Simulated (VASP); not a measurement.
# GaN (F-43m) in VASP: notebook, part 2 of 2

VASP 6.6.1. The steps go on from the part before.

## Step 4: Single point, PBE

This run uses another cell than the first one, of 10.32 Å³/atom, 0.877 times its volume.

The input, INCAR:

```
ALGO     = Normal         # electronic algorithm
EDIFF    = 1E-6           # SCF threshold, eV
ENCUT    = 520            # plane-wave cutoff, eV
GGA      = PE             # functional
ISIF     = 2              # what is computed and relaxed
ISMEAR   = 0              # smearing method
LASPH    = T              # aspherical terms in the spheres
LCHARG   = F              # write CHGCAR
LREAL    = F              # projectors in reciprocal space
LWAVE    = F              # write WAVECAR
NBANDS   = 16             # bands
NELM     = 80             # most SCF steps
PREC     = Accurate       # precision mode
SIGMA    = 0.01           # smearing width, eV
```

The input, KPOINTS:

```
k-points
0
Gamma
  10 10 10
```

The input, POSCAR:

```
GaN
1.0
    0.0000000000      2.1772230372      2.1772230372
    2.1772230372      0.0000000000      2.1772230372
    2.1772230372      2.1772230372      0.0000000000
Ga N
1 1
Direct
    0.0000000000      0.0000000000      0.0000000000
    0.7500000000      0.7500000000      0.7500000000
```

Potentials or basis: VASP PAW PBE potentials, release 64 (Ga_d, N).

Command:

```sh
$ cat potpaw_PBE.64/Ga_d/POTCAR potpaw_PBE.64/N/POTCAR > POTCAR
$ mpirun -np 1 vasp_std > vasp.out
```

OUTCAR:

```text
EDIFF = 1E-6
   ENCUT = 520
   GGA = PE
   ISIF = 2
   ISMEAR = 0
   LASPH = T
   LREAL = F
   NELM = 80
   PREC = Accurate

 ion  position               nearest neighbor table
   1  0.000  0.000  0.000-   2 1.89   2 1.89   2 1.89   2 1.89
   2  0.750  0.750  0.750-   1 1.89   1 1.89   1 1.89   1 1.89

  LATTYP: Found a face centered cubic cell.
 ALAT       =     4.3544460744

  Lattice vectors:

 A1 = (   0.0000000000,   2.1772230372,   2.1772230372)
 A2 = (   2.1772230372,   0.0000000000,   2.1772230372)
 A3 = (   2.1772230372,   2.1772230372,   0.0000000000)

Analysis of symmetry for initial positions (statically):
=====================================================================
 Subroutine PRICEL returns:
 Original cell was already a primitive cell.

 Routine SETGRP: Setting up the symmetry group for a
 face centered cubic supercell.

 Subroutine GETGRP returns: Found 24 space group operations
 (whereof 24 operations were pure point group operations)
 out of a pool of 48 trial point group operations.

The static configuration has the point symmetry T_d .

Analysis of symmetry for dynamics (positions and initial velocities):
=====================================================================
 Subroutine PRICEL returns:
 Original cell was already a primitive cell.

 Routine SETGRP: Setting up the symmetry group for a
 face centered cubic supercell.

 Subroutine GETGRP returns: Found 24 space group operations
 (whereof 24 operations were pure point group operations)
 out of a pool of 48 trial point group operations.

The dynamic configuration has the point symmetry T_d .

 Subroutine INISYM returns: Found 24 space group operations
 (whereof 24 operations are pure point group operations),
 and found     1 'primitive' translations
[... 103 lines left out ...]
   POTIM  = 0.5000    time-step for ionic-motion
   TEBEG  =    0.0;   TEEND  =   0.0 temperature during run
   PSTRESS=    0.0 pullay stress
   NELECT =      18.0000    total number of electrons
   NUPDOWN=      -1.0000    fix difference up-down
   EMIN   =  10.00;   EMAX   =-10.00  energy-range for DOS
   EFERMI =   0.00;   METHOD = LEGACY
   ISMEAR =     0;   SIGMA  =   0.01  broadening in eV -4-tet -1-fermi 0-gaus
   EFERMI_NEDOS =   21; number of points for ismear=-14 and -15
   IALGO  =     38    algorithm
   IMIX   =      4    mixing-type and parameters
     AMIX     =   0.40;   BMIX     =  1.00
     AMIX_MAG =   1.60;   BMIX_MAG =  1.00
  volume/ion in A,a.u.               =      10.32        69.65
  Fermi-wavevector in a.u.,A,eV,Ry     =   1.564058  2.955640 33.283609  2.446276
  Thomas-Fermi vector in A             =   2.666738
   LORBIT       =      0    0 simple, 1 ext, 2 COOP (PROOUT), +10 PAW based schemes
   GGA     = PE    functional components
   LHFCALC =     F    Hartree Fock is set to
   AEXX    =    0.0000 exact exchange contribution
   IVDW    =     0    specifies the selected vdW correction
   LEPSILON=     F    determine dielectric tensor
   LRPA    =     F    only Hartree local field effects (RPA)
 non-spin polarized calculation
 Gauss-broadening in eV      SIGMA  =   0.01
  energy-cutoff  :      520.00
  volume of cell :       20.64
 maximum number of plane-waves:       568
   NGX = 11   NGY = 11   NGZ = 11

 number of electron      17.9999988 magnetization

 Free energy of the ion-electron system (eV)
  ---------------------------------------------------
  ext. energy  EPLUGINS =         0.00000000
  ---------------------------------------------------
  free energy    TOTEN  =       -11.91217455 eV

  energy without entropy =      -11.91217455  energy(sigma->0) =      -11.91217455

 E-fermi :   6.6283     XC(G=0): -12.2309

 val. band max:        6.4732821528   @ k =   0.0000   0.0000   0.0000
 cond. band min:       8.8647830380   @ k =   0.0000   0.0000   0.0000
 fundamental gap:      2.3915008851
 Fermi energy:         6.6283154607

 k-point     1 :       0.0000    0.0000    0.0000
  band No.  band energies     occupation
      1     -10.4035      2.00000
      2      -7.1033      2.00000
      3      -7.1033      2.00000
      4      -7.1033      2.00000
      5      -6.6631      2.00000
      6      -6.6631      2.00000
[... 433 lines left out ...]
      3      -6.8016      2.00000
      4      -6.7991      2.00000
      5      -6.5829      2.00000
      6      -5.8599      2.00000
[... 8 lines left out ...]
     15      30.0424      0.00000
     16      30.5096      0.00000

 [... further k-points ...]
[... 5 lines left out ...]
  --------------------------------------------------------------------------------------
  -------------------------------------------------------------------------------------
  Total        3.8476709      3.8476709      3.8476709      0.0000000      0.0000000     -0.0000000
  in kB      298.6549705    298.6549705    298.6549705      0.0000000      0.0000000     -0.0000000
  external PRESSURE =     298.6549705 kB  Pullay stress =       0.0000000 kB

 VOLUME and BASIS-vectors are now :
 -----------------------------------------------------------------------------
  energy-cutoff  :      520.00
  volume of cell :       20.64
      direct lattice vectors                 reciprocal lattice vectors
     0.000000000  2.177223037  2.177223037    -0.229650335  0.229650335  0.229650335
     2.177223037  0.000000000  2.177223037     0.229650335 -0.229650335  0.229650335
     2.177223037  2.177223037  0.000000000     0.229650335  0.229650335 -0.229650335

 POSITION                                       TOTAL-FORCE (eV/Angst)
 -----------------------------------------------------------------------------------
      0.00000      0.00000      0.00000         0.000000      0.000000      0.000000
      3.26583      3.26583      3.26583        -0.000000     -0.000000     -0.000000
 -----------------------------------------------------------------------------------
    total drift:                               -0.000002     -0.000002     -0.000001

  FREE ENERGIE OF THE ION-ELECTRON SYSTEM (eV)
  ---------------------------------------------------
  free  energy   TOTEN  =       -11.9121745511 eV

  energy  without entropy=      -11.9121745511  energy(sigma->0) =      -11.91217455
```

OSZICAR:

```text
N       E                     dE             d eps       ncg     rms          rms(c)
DAV:   1     0.712700428613E+02    0.71270E+02   -0.94365E+03  1760   0.211E+03
DAV:   2    -0.952162158343E+01   -0.80792E+02   -0.76188E+02  1672   0.312E+02
DAV:   3    -0.140527607304E+02   -0.45311E+01   -0.45153E+01  1784   0.644E+01
DAV:   4    -0.140988680850E+02   -0.46107E-01   -0.46101E-01  1872   0.680E+00
DAV:   5    -0.140994496121E+02   -0.58153E-03   -0.58152E-03  1848   0.691E-01    0.812E+00
DAV:   6    -0.119056032830E+02    0.21938E+01   -0.47964E+00  2296   0.434E+01    0.270E+00
DAV:   7    -0.119194427152E+02   -0.13839E-01   -0.38856E-01  1648   0.640E+00    0.183E+00
DAV:   8    -0.119155947591E+02    0.38480E-02   -0.43490E-02  1808   0.357E+00    0.639E-01
DAV:   9    -0.119120324126E+02    0.35623E-02   -0.14225E-02  2200   0.311E+00    0.155E-01
DAV:  10    -0.119122335424E+02   -0.20113E-03   -0.14585E-03  1864   0.584E-01    0.533E-02
DAV:  11    -0.119121705847E+02    0.62958E-04   -0.23168E-04  2304   0.218E-01    0.158E-02
DAV:  12    -0.119121747504E+02   -0.41657E-05   -0.23327E-05  1736   0.494E-02    0.116E-02
DAV:  13    -0.119121745511E+02    0.19933E-06   -0.64076E-07  1352   0.143E-02
   1 F= -.11912175E+02 E0= -.11912175E+02  d E =-.698449-109
```

stdout:

```text
POSCAR found type information on POSCAR GaN
 POSCAR found :  2 types and       2 ions
 scaLAPACK will be used
 LDA part: xc-table for (Slater+PW92), standard interpolation
 POSCAR, INCAR and KPOINTS ok, starting setup
 FFT: planning ... GRIDC
 FFT: planning ... GRID_SOFT
 FFT: planning ... GRID
 WAVECAR not read
 entering main loop
```

Wall time 8.4 s (1 thread of Intel Xeon 6975P-C (Granite Rapids), shared host); peak memory 0.14 GiB.

Results:

* Free energy: -11.9122 eV
* Pressure: 29.9 GPa
* Band gap on the k mesh: 2.39 eV, direct

## Step 5: Single point, PBE

This run uses another cell than the first one, of 10.32 Å³/atom, 0.877 times its volume.

The input, INCAR:

```
PREC = Accurate
ENCUT = 520
EDIFF = 1E-7
ISMEAR = 0
SIGMA = 0.01
LREAL = False
LASPH = True
NELM = 80
ALGO = Normal
ISIF = 2
LWAVE = False
LCHARG = False
GGA = PE
NBANDS = 16
```

The input, KPOINTS:

```
regular mesh
0
Gamma
  10 10 10
```

The input, POSCAR:

```
GaN
1.0
    0.0000000000      2.1772230403      2.1772230403
    2.1772230403      0.0000000000      2.1772230403
    2.1772230403      2.1772230403      0.0000000000
Ga N
1 1
Direct
    0.0000000000      0.0000000000      0.0000000000
    0.7500000000      0.7500000000      0.7500000000
```

Command:

```sh
$ cat potpaw_PBE.64/Ga_d/POTCAR potpaw_PBE.64/N/POTCAR > POTCAR
$ mpirun -np 1 vasp_std > vasp.out
```

Run time: 11 s. Hardware: 1 thread of Intel Xeon 6975P-C (Granite Rapids), shared host; peak memory 0.14 GiB.

Results (log left out):

```yaml
Free_energy: -11.9122 eV
Pressure: 29.8 GPa
Band_gap_on_the_k_mesh: 2.39 eV, direct
```

Levels at points of the mesh, in eV from the valence-band top:
```tsv
k point	band 7	band 8	band 9	band 10	band 11	band 12
(0.00, 0.00, 0.00)	0.00	0.00	0.00	2.39	10.96	10.96
(0.50, 0.00, 0.00)	-7.76	-1.11	-1.11	5.36	9.24	10.90
(0.50, 0.50, 0.00)	-6.57	-3.09	-3.09	3.37	7.26	12.49
```

PBE gaps usually lie below the measured ones, often by a third to a half.

## Step 6: Single point, PBE

The input, INCAR:

```
ALGO = Normal ; EDIFF = 1E-7
ENCUT = 520 ; GGA = PE
ISIF = 2 ; ISMEAR = 0
LASPH = T ; LCHARG = F
LREAL = F ; LWAVE = F
NBANDS = 16 ; NELM = 60
PREC = Accurate ; SIGMA = 0.01
```

The input, KPOINTS:

```
k-points
0
Gamma
  10 10 10
```

The input, POSCAR:

```
GaN
1.0
    0.0000000000      2.2742384951      2.2742384951
    2.2742384951      0.0000000000      2.2742384951
    2.2742384951      2.2742384951      0.0000000000
Ga N
1 1
Direct
    0.0000000000      0.0000000000      0.0000000000
    0.7500000000      0.7500000000      0.7500000000
```

Potentials or basis: VASP PAW PBE potentials, release 64 (Ga_d, N).

Command:

```sh
$ cat potpaw_PBE.64/Ga_d/POTCAR potpaw_PBE.64/N/POTCAR > POTCAR
$ mpirun -np 1 vasp_std > vasp.out
```

Wall time 10 s (1 thread of Intel Xeon 6975P-C (Granite Rapids), shared host); peak memory 0.14 GiB.

Results (log left out):

| Quantity | Value |
| --- | --- |
| Free energy | -12.1536 eV |
| Pressure | 0.1 GPa |
| Band gap on the k mesh | 1.55 eV, direct |

Levels at points of the mesh, in eV from the valence-band top:
```tsv
k point	band 7	band 8	band 9	band 10	band 11	band 12
(0.00, 0.00, 0.00)	0.00	0.00	0.00	1.55	10.13	10.13
(0.50, 0.00, 0.00)	-6.86	-0.93	-0.93	4.45	8.59	10.22
(0.50, 0.50, 0.00)	-6.01	-2.61	-2.61	3.34	6.50	11.52
```

## Step 7: Overview

```csv
task,cell,cutoff (eV),gap on the mesh (eV),pressure (GPa)
relaxation of cell and atoms,"relaxed from a = 3.216 Å, angles 60.0°, 2 atoms",600,1.55,0.0
relaxation of cell and atoms,"relaxed to 6 GPa from a = 3.216 Å, angles 60.0°, 2 atoms",600,1.76,6.0
single point,"a = 3.079 Å, angles 60.0°, 2 atoms",520,2.39,29.8
single point,"a = 3.216 Å, angles 60.0°, 2 atoms",520,1.55,0.1
```

Alike in all rows: level PBE; potentials or basis VASP PAW PBE potentials, release 64 (Ga_d, N); no spin polarisation; k mesh 10 × 10 × 10; smearing gaussian 0.01 eV.

Caveats: the cell is relaxed towards a set pressure, so the enthalpy falls and the energy may rise (some runs).

Total energies depend on the potentials used, so only differences within one code and one set of settings carry meaning.
